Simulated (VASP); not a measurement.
# NbC53 (a cell with a defect) in VASP: single point with PBE

Aim: the single point of NbC53 (a cell with a defect) with PBE.

Program: VASP 6.6.1. These are calculated values, not measurements. Logs are shortened: lines on timing, memory, paths and dates and some standing lists are left out, and cuts for length are marked.

## Step 1: The cell of the first run

The cell holds a defect, 54 atoms: a = 7.566 Å, b = 7.566 Å, c = 7.566 Å, α = 60.00°, β = 60.00°, γ = 60.00°.

## Step 2: Single point, PBE

Contents of INCAR:

```
ALGO = Normal
EDIFF = 1E-6
ENCUT = 520
GGA = PE
ISIF = 2
ISMEAR = -1
LASPH = True
LCHARG = False
LREAL = Auto
LWAVE = False
NBANDS = 146
NELECT = 224.0
NELM = 60
PREC = Accurate
SIGMA = 0.01
```

Contents of KPOINTS:

```
k-points
0
Gamma
  3 3 3
```

Contents of POSCAR:

```
NbC53
1.0
    0.0000000000      5.3501100000      5.3501100000
    5.3501100000      0.0000000000      5.3501100000
    5.3501100000      5.3501100000      0.0000000000
Nb C
1 53
Direct
    0.0000000000      0.0000000000      0.0000000000
    0.0007514792      0.0007514792      0.3382576381
    0.0007514792      0.0007514792      0.6602394034
    0.0007514792      0.3382576381      0.0007514792
   -0.0010964096      0.3336988032      0.3336988032
    0.0007514792      0.3382576381      0.6602394034
    0.0007514792      0.6602394034      0.0007514792
    0.0007514792      0.6602394034      0.3382576381
    0.0001947724      0.6666017425      0.6666017425
    0.3382576381      0.0007514792      0.0007514792
    0.3336988032     -0.0010964096      0.3336988032
    0.3382576381      0.0007514792      0.6602394034
    0.3336988032      0.3336988032     -0.0010964096
    0.3336988032      0.3336988032      0.3336988032
    0.3338346768      0.3338346768      0.6661653232
    0.3382576381      0.6602394034      0.0007514792
    0.3338346768      0.6661653232      0.3338346768
    0.3338346768      0.6661653232      0.6661653232
    0.6602394034      0.0007514792      0.0007514792
    0.6602394034      0.0007514792      0.3382576381
    0.6666017425      0.0001947724      0.6666017425
    0.6602394034      0.3382576381      0.0007514792
    0.6661653232      0.3338346768      0.3338346768
    0.6661653232      0.3338346768      0.6661653232
    0.6666017425      0.6666017425      0.0001947724
    0.6661653232      0.6661653232      0.3338346768
    0.6666017425      0.6666017425      0.6666017425
    0.1008529287      0.1008529287      0.1008529287
    0.0825995169      0.0825995169      0.4174004831
    0.1008529287      0.1008529287      0.6974412138
    0.0825995169      0.4174004831      0.0825995169
    0.0825995169      0.4174004831      0.4174004831
    0.0847519832      0.4169253639      0.7491613265
    0.1008529287      0.6974412138      0.1008529287
    0.0847519832      0.7491613265      0.4169253639
    0.0847519832      0.7491613265      0.7491613265
    0.4174004831      0.0825995169      0.0825995169
    0.4174004831      0.0825995169      0.4174004831
    0.4169253639      0.0847519832      0.7491613265
    0.4174004831      0.4174004831      0.0825995169
    0.4167909400      0.4167909400      0.4167909400
    0.4167909400      0.4167909400      0.7496271799
    0.4169253639      0.7491613265      0.0847519832
    0.4167909400      0.7496271799      0.4167909400
    0.4169253639      0.7491613265      0.7491613265
    0.6974412138      0.1008529287      0.1008529287
    0.7491613265      0.0847519832      0.4169253639
    0.7491613265      0.0847519832      0.7491613265
    0.7491613265      0.4169253639      0.0847519832
    0.7496271799      0.4167909400      0.4167909400
    0.7491613265      0.4169253639      0.7491613265
    0.7491613265      0.7491613265      0.0847519832
    0.7491613265      0.7491613265      0.4169253639
    0.7500000000      0.7500000000      0.7500000000
```

Potentials or basis: VASP PAW PBE potentials, release 64 (Nb_sv, C).

Run with:

```console
cat potpaw_PBE.64/Nb_sv/POTCAR potpaw_PBE.64/C/POTCAR > POTCAR
mpirun -np 1 vasp_std > vasp.out
```

OUTCAR:

```text
EDIFF = 1E-6
   ENCUT = 520
   GGA = PE
   ISIF = 2
   ISMEAR = -1
   LASPH = True
   LREAL = Auto
   NELECT = 224.0
   NELM = 60
   PREC = Accurate

 ion  position               nearest neighbor table
   1  0.000  0.000  0.000-  28 1.87  30 1.87  34 1.87  46 1.87
   2  0.001  0.001  0.338-  28 1.49  29 1.50  35 1.55  47 1.55
   3  0.001  0.001  0.660-  30 1.49  29 1.50  36 1.55  48 1.55
   4  0.001  0.338  0.001-  28 1.49  31 1.50  33 1.55  49 1.55
   5  0.999  0.334  0.334-  50 1.54  31 1.55  29 1.55  32 1.55
   6  0.001  0.338  0.660-  30 1.49  32 1.50  51 1.55  33 1.55
[... 46 lines left out ...]
  53  0.749  0.749  0.417-  26 1.54  27 1.54   8 1.55  20 1.55
  54  0.750  0.750  0.750-   9 1.55  21 1.55  25 1.55  27 1.55

  LATTYP: Found a face centered cubic cell.
 ALAT       =    10.7002200000

  Lattice vectors:

 A1 = (   0.0000000000,   5.3501100000,   5.3501100000)
 A2 = (   5.3501100000,   0.0000000000,   5.3501100000)
 A3 = (   5.3501100000,   5.3501100000,   0.0000000000)

Analysis of symmetry for initial positions (statically):
=====================================================================
 Subroutine PRICEL returns:
 Original cell was already a primitive cell.

 Routine SETGRP: Setting up the symmetry group for a
 face centered cubic supercell.

 Subroutine GETGRP returns: Found 24 space group operations
 (whereof 24 operations were pure point group operations)
 out of a pool of 48 trial point group operations.

The static configuration has the point symmetry T_d .

Analysis of symmetry for dynamics (positions and initial velocities):
=====================================================================
 Subroutine PRICEL returns:
 Original cell was already a primitive cell.

 Routine SETGRP: Setting up the symmetry group for a
 face centered cubic supercell.

 Subroutine GETGRP returns: Found 24 space group operations
 (whereof 24 operations were pure point group operations)
 out of a pool of 48 trial point group operations.

The dynamic configuration has the point symmetry T_d .

 Subroutine INISYM returns: Found 24 space group operations
 (whereof 24 operations are pure point group operations),
 and found     1 'primitive' translations

----------------------------------------------------------------------------------------

                                     Primitive cell

[... 175 lines left out ...]
   EDIFFG = 0.1E-04   stopping-criterion for IOM
   NSW    =      0    number of steps for IOM
   IBRION =     -1    ionic relax: 0-MD 1-quasi-New 2-CG
   NFREE  =      0    steps in history (QN), initial steepest desc. (CG)
   ISIF   =      2    stress and relaxation
   ISYM   =      2    0-nonsym 1-usesym 2-fastsym
   POTIM  = 0.5000    time-step for ionic-motion
   TEBEG  =    0.0;   TEEND  =   0.0 temperature during run
   PSTRESS=    0.0 pullay stress
   NELECT =     224.0000    total number of electrons
   NUPDOWN=      -1.0000    fix difference up-down
   EMIN   =  10.00;   EMAX   =-10.00  energy-range for DOS
   EFERMI =   0.00;   METHOD = LEGACY
   ISMEAR =    -1;   SIGMA  =   0.01  broadening in eV -4-tet -1-fermi 0-gaus
   EFERMI_NEDOS =   21; number of points for ismear=-14 and -15
   IALGO  =     38    algorithm
   IMIX   =      4    mixing-type and parameters
     AMIX     =   0.40;   BMIX     =  1.00
     AMIX_MAG =   1.60;   BMIX_MAG =  1.00
  volume/ion in A,a.u.               =       5.67        38.28
  Fermi-wavevector in a.u.,A,eV,Ry     =   1.474975  2.787299 29.600190  2.175553
  Thomas-Fermi vector in A             =   2.589681
   LORBIT       =      0    0 simple, 1 ext, 2 COOP (PROOUT), +10 PAW based schemes
   GGA     = PE    functional components
   LHFCALC =     F    Hartree Fock is set to
   AEXX    =    0.0000 exact exchange contribution
   IVDW    =     0    specifies the selected vdW correction
   LEPSILON=     F    determine dielectric tensor
   LRPA    =     F    only Hartree local field effects (RPA)
 non-spin polarized calculation
  energy-cutoff  :      520.00
  volume of cell :      306.28
 maximum number of plane-waves:      8291
   NGX = 29   NGY = 29   NGZ = 29

 number of electron     223.9999995 magnetization

 Free energy of the ion-electron system (eV)
  ---------------------------------------------------
  ext. energy  EPLUGINS =         0.00000000
  ---------------------------------------------------
  free energy    TOTEN  =      -489.99086529 eV

  energy without entropy =     -489.99086529  energy(sigma->0) =     -489.99086529

 E-fermi :  10.8407     XC(G=0): -13.3815

 val. band max:       10.5239434150   @ k =  -0.3333   0.3333   0.0000
 cond. band min:      11.7804604366   @ k =   0.0000   0.0000   0.0000
 fundamental gap:      1.2565170216
 Fermi energy:        10.8406968935

 k-point     1 :       0.0000    0.0000    0.0000
  band No.  band energies     occupation
      1     -43.8415      2.00000
      2     -20.5063      2.00000
      3     -20.5063      2.00000
      4     -20.5063      2.00000
      5     -11.2270      2.00000
      6      -8.5309      2.00000
[... 497 lines left out ...]
    123      16.6016      0.00000
    124      16.7325      0.00000
 [bands above 124 left out]

------------------------ aborting loop because EDIFF is reached ----------------------------------------

  FORCE on cell =-STRESS in cart. coord.  units (eV):
  Direction    XX          YY          ZZ          XY          YZ          ZX
  --------------------------------------------------------------------------------------
  -------------------------------------------------------------------------------------
  Total       32.5137860     32.5137860     32.5137860      0.0000000      0.0000000      0.0000000
  in kB      170.0826429    170.0826429    170.0826429      0.0000000      0.0000000      0.0000000
  external PRESSURE =     170.0826429 kB  Pullay stress =       0.0000000 kB

 VOLUME and BASIS-vectors are now :
 -----------------------------------------------------------------------------
  energy-cutoff  :      520.00
  volume of cell :      306.28
      direct lattice vectors                 reciprocal lattice vectors
     0.000000000  5.350110000  5.350110000    -0.093456022  0.093456022  0.093456022
     5.350110000  0.000000000  5.350110000     0.093456022 -0.093456022  0.093456022
     5.350110000  5.350110000  0.000000000     0.093456022  0.093456022 -0.093456022

 POSITION                                       TOTAL-FORCE (eV/Angst)
 -----------------------------------------------------------------------------------
      0.00000      0.00000      0.00000        -0.000000      0.000000     -0.000000
      1.81374      1.81374      0.00804        -0.003542     -0.003542     -0.027502
      3.53637      3.53637      0.00804         0.003542      0.003542     -0.027502
      1.81374      0.00804      1.81374        -0.003542     -0.027502     -0.003542
      3.57065      7.12957      7.12957        -0.001983      0.001983      0.001983
      5.34207      3.53637      1.81374         0.027502      0.003542     -0.003542
[... 46 lines left out ...]
      6.23869      6.23869      8.01619        -0.002290     -0.002290      0.005829
      8.02516      8.02516      8.02516        -0.000000      0.000000     -0.000000
 -----------------------------------------------------------------------------------
    total drift:                                0.000000      0.000000      0.000000

  FREE ENERGIE OF THE ION-ELECTRON SYSTEM (eV)
  ---------------------------------------------------
  free  energy   TOTEN  =      -489.9908652948 eV

  energy  without entropy=     -489.9908652948  energy(sigma->0) =     -489.99086529
```

It took 6.6 min on 1 thread of AMD EPYC 7R43 (Zen 3), shared host; peak memory 0.43 GiB.

Results:

- Free energy: -489.9909 eV
- Largest force: 0.028 eV/Å

Forces in eV/Å, atoms in the order of the input:
```
Nb   0.000  0.000  0.000
C   -0.004 -0.004 -0.028
C    0.004  0.004 -0.028
C   -0.004 -0.028 -0.004
C   -0.002  0.002  0.002
C    0.028  0.004 -0.004
C    0.004 -0.028  0.004
C    0.028 -0.004  0.004
C   -0.007  0.007  0.007
C   -0.028 -0.004 -0.004
C    0.002 -0.002  0.002
C    0.004  0.028 -0.004
C    0.002  0.002 -0.002
C   -0.002 -0.002 -0.002
C    0.000  0.000  0.009
C    0.004 -0.004  0.028
C    0.000  0.009  0.000
C   -0.009  0.000  0.000
C   -0.028  0.004  0.004
C   -0.004  0.028  0.004
C    0.007 -0.007  0.007
C   -0.004  0.004  0.028
C    0.009  0.000  0.000
C    0.000 -0.009  0.000
C    0.007  0.007 -0.007
C    0.000  0.000 -0.009
C   -0.007 -0.007 -0.007
C   -0.014 -0.014 -0.014
C    0.000  0.000  0.016
C    0.014  0.014 -0.014
C    0.000  0.016  0.000
C   -0.016  0.000  0.000
C   -0.002  0.002 -0.006
C    0.014 -0.014  0.014
C   -0.002 -0.006  0.002
C    0.006  0.002  0.002
C    0.016  0.000  0.000
C    0.000 -0.016  0.000
C    0.002 -0.002 -0.006
C    0.000  0.000 -0.016
C   -0.006 -0.006 -0.006
C    0.006  0.006 -0.006
C    0.002 -0.006 -0.002
C    0.006 -0.006  0.006
C    0.006 -0.002 -0.002
C   -0.014  0.014  0.014
C   -0.006 -0.002  0.002
C    0.002  0.006  0.002
C   -0.006  0.002 -0.002
C   -0.006  0.006  0.006
C   -0.002  0.006 -0.002
C    0.002  0.002  0.006
C   -0.002 -0.002  0.006
C    0.000  0.000  0.000
```

Caveat: the cell carries a net charge on a neutralising background, which shifts energy and pressure; the cell is charged against a uniform background, so pressure and absolute levels hang on convention.
